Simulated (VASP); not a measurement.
# Nb (Im-3m) in VASP: notebook

Runs on Nb. Level: revPBE. Tasks: single point.

Program: VASP 6.6.1. These are calculated values, not measurements. Logs are shortened: lines on timing, memory, paths and dates and some standing lists are left out, and cuts for length are marked.

### 1 The cell of the first run

Symmetry: Im-3m, No. 229, cubic system. Conventional cell: a = 3.367 Å, b = 3.367 Å, c = 3.367 Å, α = 90.00°, β = 90.00°, γ = 90.00°. Within 3.8 Å of Nb (site symmetry m-3m) lie 14 Nb at 2.92 to 3.37 Å.

### 2 Single point, revPBE (volume scaled by 1.04)

Input file INCAR:

```
PREC = Accurate ; ENCUT = 520
EDIFF = 1E-7 ; ISMEAR = -1
SIGMA = 0.1 ; LREAL = False
LASPH = True ; NELM = 80
ALGO = Normal ; ISIF = 2
LWAVE = False ; LCHARG = False
GGA = RE ; NBANDS = 12
```

Input file KPOINTS:

```
Automatic mesh
0
Gamma
  22 22 22
```

Input file POSCAR:

```
Nb
1.0
   -1.6834681850      1.6834681850      1.6834681850
    1.6834681850     -1.6834681850      1.6834681850
    1.6834681850      1.6834681850     -1.6834681850
Nb
1
Direct
    0.0000000000      0.0000000000      0.0000000000
```

Potentials or basis: VASP PAW PBE potentials, release 64 (Nb_sv).

Run with:

```
$ cat potpaw_PBE.64/Nb_sv/POTCAR > POTCAR
$ mpirun -np 1 vasp_std > vasp.out
```

OUTCAR:

```text
PREC = Accurate
   ENCUT = 520
   EDIFF = 1E-7
   ISMEAR = -1
   LREAL = False
   LASPH = True
   NELM = 80
   ISIF = 2
   GGA = RE

 ion  position               nearest neighbor table
   1  0.000  0.000  0.000-

  LATTYP: Found a body centered cubic cell.
 ALAT       =     3.3669363700

  Lattice vectors:

 A1 = (  -1.6834681850,   1.6834681850,   1.6834681850)
 A2 = (   1.6834681850,  -1.6834681850,   1.6834681850)
 A3 = (   1.6834681850,   1.6834681850,  -1.6834681850)

Analysis of symmetry for initial positions (statically):
=====================================================================
 Subroutine PRICEL returns:
 Original cell was already a primitive cell.

 Routine SETGRP: Setting up the symmetry group for a
 body centered cubic supercell.

 Subroutine GETGRP returns: Found 48 space group operations
 (whereof 48 operations were pure point group operations)
 out of a pool of 48 trial point group operations.

The static configuration has the point symmetry O_h .

Analysis of symmetry for dynamics (positions and initial velocities):
=====================================================================
 Subroutine PRICEL returns:
 Original cell was already a primitive cell.

 Routine SETGRP: Setting up the symmetry group for a
 body centered cubic supercell.

 Subroutine GETGRP returns: Found 48 space group operations
 (whereof 48 operations were pure point group operations)
 out of a pool of 48 trial point group operations.

The dynamic configuration has the point symmetry O_h .

 Subroutine INISYM returns: Found 48 space group operations
 (whereof 48 operations are pure point group operations),
 and found     1 'primitive' translations

----------------------------------------------------------------------------------------

                                     Primitive cell

  volume of cell :      19.0842

  direct lattice vectors                    reciprocal lattice vectors
    -1.683468185  1.683468185  1.683468185     0.000000000  0.297005910  0.297005910
     1.683468185 -1.683468185  1.683468185     0.297005910  0.000000000  0.297005910
     1.683468185  1.683468185 -1.683468185     0.297005910  0.297005910  0.000000000

  length of vectors
     2.915852429  2.915852429  2.915852429     0.420029786  0.420029786  0.420029786

  position of ions in fractional coordinates (direct lattice)
     0.000000000  0.000000000  0.000000000

  ion indices of the primitive-cell ions
   primitive index   ion index
                 1           1

----------------------------------------------------------------------------------------

 KPOINTS: Automatic mesh

Automatic generation of k-mesh.
 Grid dimensions read from file:
 generate k-points for:   22   22   22

 Generating k-lattice:

  Cartesian coordinates                     Fractional coordinates (reciprocal lattice)
     0.000000000  0.013500269  0.013500269     0.045454545  0.000000000  0.000000000
     0.013500269  0.000000000  0.013500269     0.000000000  0.045454545  0.000000000
     0.013500269  0.013500269  0.000000000     0.000000000  0.000000000  0.045454545

  Length of vectors
     0.019092263  0.019092263  0.019092263

  Shift w.r.t. Gamma in fractional coordinates (k-lattice)
     0.000000000  0.000000000  0.000000000

 Subroutine IBZKPT returns following result:
 ===========================================

 Found    328 irreducible k-points:

 Following reciprocal coordinates:
            Coordinates               Weight
  0.000000  0.000000  0.000000      1.000000
  0.045455  0.000000  0.000000     12.000000
  0.090909  0.000000  0.000000     12.000000
  0.136364  0.000000  0.000000     12.000000
  0.181818  0.000000  0.000000     12.000000
  0.227273  0.000000  0.000000     12.000000
[... 16 lines left out ...]
  0.090909  0.090909  0.000000     24.000000
  0.136364  0.090909  0.000000     48.000000
 [... further k-points ...]
   k-points           NKPTS =    328   k-points in BZ     NKDIM =    328   number of bands    NBANDS=     12
   number of dos      NEDOS =    301   number of ions     NIONS =      1
   total plane-waves  NPLWV =  13824
   dimension x,y,z NGX =    24 NGY =   24 NGZ =   24
   dimension x,y,z NGXF=    48 NGYF=   48 NGZF=   48
   ions per type =               1
   NGX,Y,Z   is equivalent  to a cutoff of  13.68, 13.68, 13.68 a.u.
   NGXF,Y,Z  is equivalent  to a cutoff of  27.37, 27.37, 27.37 a.u.
 SYSTEM =  unknown system
   PREC   = accura    normal or accurate (medium, high low for compatibility)
   ISTART =      0    job   : 0-new  1-cont  2-samecut
   ICHARG =      2    charge: 1-file 2-atom 10-const
   ISPIN  =      1    spin polarized calculation?
   LNONCOLLINEAR =      F non collinear calculations
   LSORBIT =      F    spin-orbit coupling
   LASPH  =      T    aspherical Exc in radial PAW
   ENCUT  =  520.0 eV  38.22 Ry    6.18 a.u.   5.42  5.42  5.42*2*pi/ulx,y,z
   NELM   =     80;   NELMIN=  2; NELMDL= -5     # of ELM steps
   EDIFF  = 0.1E-06   stopping-criterion for ELM
   LREAL  =      F    real-space projection
   EDIFFG = 0.1E-05   stopping-criterion for IOM
   NSW    =      0    number of steps for IOM
   IBRION =     -1    ionic relax: 0-MD 1-quasi-New 2-CG
   NFREE  =      0    steps in history (QN), initial steepest desc. (CG)
   ISIF   =      2    stress and relaxation
   ISYM   =      2    0-nonsym 1-usesym 2-fastsym
   POTIM  = 0.5000    time-step for ionic-motion
   TEBEG  =    0.0;   TEEND  =   0.0 temperature during run
   PSTRESS=    0.0 pullay stress
   NELECT =      13.0000    total number of electrons
   NUPDOWN=      -1.0000    fix difference up-down
   EMIN   =  10.00;   EMAX   =-10.00  energy-range for DOS
   EFERMI =   0.00;   METHOD = LEGACY
   ISMEAR =    -1;   SIGMA  =   0.10  broadening in eV -4-tet -1-fermi 0-gaus
   EFERMI_NEDOS =   21; number of points for ismear=-14 and -15
   IALGO  =     38    algorithm
   IMIX   =      4    mixing-type and parameters
     AMIX     =   0.40;   BMIX     =  1.00
     AMIX_MAG =   1.60;   BMIX_MAG =  1.00
  volume/ion in A,a.u.               =      19.08       128.79
  Fermi-wavevector in a.u.,A,eV,Ry     =   1.440448  2.722053 28.230614  2.074892
  Thomas-Fermi vector in A             =   2.559191
   LORBIT       =      0    0 simple, 1 ext, 2 COOP (PROOUT), +10 PAW based schemes
   GGA     = RE    functional components
   LHFCALC =     F    Hartree Fock is set to
   AEXX    =    0.0000 exact exchange contribution
   IVDW    =     0    specifies the selected vdW correction
   LEPSILON=     F    determine dielectric tensor
   LRPA    =     F    only Hartree local field effects (RPA)
 non-spin polarized calculation
  energy-cutoff  :      520.00
  volume of cell :       19.08
 maximum number of plane-waves:       535
 NGX is ok and might be reduce to    24
   NGX = 11   NGY = 11   NGZ = 11

 number of electron      13.0000000 magnetization

 Free energy of the ion-electron system (eV)
  ---------------------------------------------------
  ext. energy  EPLUGINS =         0.00000000
  ---------------------------------------------------
  free energy    TOTEN  =        -9.81957246 eV

  energy without entropy =       -9.76826377  energy(sigma->0) =       -9.79391812

 E-fermi :  10.4633     XC(G=0): -12.1549

 val. band max:       10.4532392295   @ k =  -0.4545   0.4545   0.1364
 cond. band min:      10.4705886082   @ k =   0.0909   0.0455   0.0455
 fundamental gap:      0.0173493787
 Fermi energy:        10.4633001665

 k-point     1 :       0.0000    0.0000    0.0000
  band No.  band energies     occupation
      1     -44.0168      2.00000
      2     -19.4284      2.00000
      3     -19.4284      2.00000
      4     -19.4284      2.00000
      5       4.6232      2.00000
      6      10.8295      0.05006
      7      10.8295      0.05006
      8      10.8295      0.05006
      9      13.5525      0.00000
     10      13.5525      0.00000
     11      24.4912      0.00000
     12      24.4912      0.00000

 k-point     2 :       0.0455    0.0000    0.0000
  band No.  band energies     occupation
      1     -44.0129      2.00000
      2     -19.4529      2.00000
      3     -19.4360      2.00000
      4     -19.4286      2.00000
      5       4.7036      2.00000
      6      10.7807      0.08031
      7      10.8189      0.05550
      8      10.9052      0.02381
      9      13.4763      0.00000
     10      13.5528      0.00000
     11      24.5569      0.00000
     12      24.6441      0.00000

 k-point     3 :       0.0909    0.0000    0.0000
  band No.  band energies     occupation
      1     -44.0017      2.00000
      2     -19.5238      2.00000
      3     -19.4578      2.00000
      4     -19.4291      2.00000
      5       4.9386      2.00000
      6      10.6419      0.28713
      7      10.7772      0.08307
      8      11.1303      0.00253
      9      13.2916      0.00000
     10      13.5564      0.00000
     11      24.7260      0.00000
     12      25.0369      0.00000

 k-point     4 :       0.1364    0.0000    0.0000
  band No.  band energies     occupation
      1     -43.9839      2.00000
      2     -19.6344      2.00000
      3     -19.4922      2.00000
      4     -19.4298      2.00000
      5       5.3079      2.00000
      6      10.4335      1.14811
      7      10.6823      0.20125
      8      11.4992      0.00006
      9      13.1008      0.00000
     10      13.5698      0.00000
     11      24.9169      0.00000
     12      25.6890      0.00000

 k-point     5 :       0.1818    0.0000    0.0000
  band No.  band energies     occupation
      1     -43.9610      2.00000
      2     -19.7742      2.00000
      3     -19.5359      2.00000
      4     -19.4308      2.00000
      5       5.7733      2.00000
      6      10.1819      1.88680
      7      10.5331      0.66441
      8      12.0019      0.00000
      9      12.9992      0.00000
     10      13.6010      0.00000
     11      24.9707      0.00000
     12      26.0880      0.00000

 k-point     6 :       0.2273    0.0000    0.0000
  band No.  band energies     occupation
      1     -43.9346      2.00000
      2     -19.9307      2.00000
      3     -19.5854      2.00000
      4     -19.4320      2.00000
      5       6.2701      2.00000
      6       9.9141      1.99179
      7      10.3919      1.34275
      8      12.6232      0.00000
      9      13.0193      0.00000
     10      13.6567      0.00000
     11      24.7229      0.00000
     12      25.9688      0.00000

 k-point     7 :       0.2727    0.0000    0.0000
  band No.  band energies     occupation
      1     -43.9071      2.00000
      2     -20.0908      2.00000
      3     -19.6366      2.00000
      4     -19.4332      2.00000
      5       6.7002      2.00000
      6       9.6533      1.99939
      7      10.3817      1.38661
      8      13.1343      0.00000
      9      13.3407      0.00000
     10      13.7394      0.00000
     11      24.1819      0.00000
     12      25.3075      0.00000

 k-point     8 :       0.3182    0.0000    0.0000
  band No.  band energies     occupation
      1     -43.8805      2.00000
      2     -20.2415      2.00000
      3     -19.6852      2.00000
      4     -19.4344      2.00000
      5       6.9637      2.00000
      6       9.4180      1.99994
      7      10.6182      0.35050
      8      13.2958      0.00000
      9      13.8455      0.00000
     10      14.1206      0.00000
     11      23.5111      0.00000
     12      24.3573      0.00000
[... 166 lines left out ...]
 k-point    20 :       0.3636    0.0455   -0.0000
  band No.  band energies     occupation
      1     -43.8460      2.00000
      2     -20.4216      2.00000
      3     -19.7502      2.00000
      4     -19.4454      2.00000
      5       7.1007      2.00000
      6       9.1538      2.00000
      7      11.2779      0.00058
      8      13.4679      0.00000
      9      14.0809      0.00000
     10      15.3917      0.00000
     11      22.5930      0.00000
     12      22.9404      0.00000

 k-point    21 :       0.4091    0.0455    0.0000
  band No.  band energies     occupation
      1     -43.8310      2.00000
      2     -20.5016      2.00000
      3     -19.7781      2.00000
      4     -19.4461      2.00000
      5       7.0589      2.00000
      6       9.0372      2.00000
      7      11.8371      0.00000
      8      13.5382      0.00000
      9      14.1976      0.00000
     10      16.0305      0.00000
     11      22.0258      0.00000
     12      22.2873      0.00000

 k-point    22 :       0.4545    0.0455    0.0000
  band No.  band energies     occupation
      1     -43.8232      2.00000
      2     -20.5430      2.00000
      3     -19.7926      2.00000
      4     -19.4465      2.00000
      5       7.0233      2.00000
      6       8.9778      2.00000
      7      12.2153      0.00000
      8      13.5286      0.00000
      9      14.2808      0.00000
     10      16.4061      0.00000
     11      21.6140      0.00000
     12      22.0211      0.00000

 k-point    23 :       0.0909    0.0909    0.0000
  band No.  band energies     occupation
      1     -43.9738      2.00000
      2     -19.6959      2.00000
      3     -19.4907      2.00000
      4     -19.4520      2.00000
      5       5.5219      2.00000
      6      10.4006      1.30340
      7      10.4973      0.83153
      8      11.7713      0.00000
      9      12.9422      0.00000
     10      13.6580      0.00000
     11      25.1673      0.00000
     12      25.7789      0.00000

 k-point    24 :       0.1364    0.0909    0.0000
  band No.  band energies     occupation
      1     -43.9517      2.00000
      2     -19.8238      2.00000
      3     -19.5319      2.00000
      4     -19.4594      2.00000
      5       5.9772      2.00000
      6      10.1756      1.89344
      7      10.3173      1.62308
      8      12.3017      0.00000
      9      12.8190      0.00000
     10      13.7478      0.00000
     11      25.3380      0.00000
     12      25.9814      0.00000

 [... further k-points ...]
[... 5 lines left out ...]
  --------------------------------------------------------------------------------------
  -------------------------------------------------------------------------------------
  Total       -0.7182734     -0.7182734     -0.7182734     -0.0000000      0.0000000     -0.0000000
  in kB      -60.3011583    -60.3011583    -60.3011583     -0.0000000      0.0000000     -0.0000000
  external PRESSURE =     -60.3011583 kB  Pullay stress =       0.0000000 kB

 VOLUME and BASIS-vectors are now :
 -----------------------------------------------------------------------------
  energy-cutoff  :      520.00
  volume of cell :       19.08
      direct lattice vectors                 reciprocal lattice vectors
    -1.683468185  1.683468185  1.683468185     0.000000000  0.297005910  0.297005910
     1.683468185 -1.683468185  1.683468185     0.297005910  0.000000000  0.297005910
     1.683468185  1.683468185 -1.683468185     0.297005910  0.297005910  0.000000000

 POSITION                                       TOTAL-FORCE (eV/Angst)
 -----------------------------------------------------------------------------------
      0.00000      0.00000      0.00000         0.000000     -0.000000     -0.000000
 -----------------------------------------------------------------------------------
    total drift:                                0.000000      0.000000     -0.000000

  FREE ENERGIE OF THE ION-ELECTRON SYSTEM (eV)
  ---------------------------------------------------
  free  energy   TOTEN  =        -9.8195724610 eV

  energy  without entropy=       -9.7682637703  energy(sigma->0) =       -9.79391812
```

Wall time 32 s (1 thread of Intel Xeon Platinum 8488C (Sapphire Rapids), shared host); peak memory 0.19 GiB.

Results:

* Free energy: -9.8196 eV
* Pressure: -6.0 GPa

Caveat: the PAW data sets were made with another functional, which shifts forces and pressure a little.

(Part 1 of 2 ends here.)
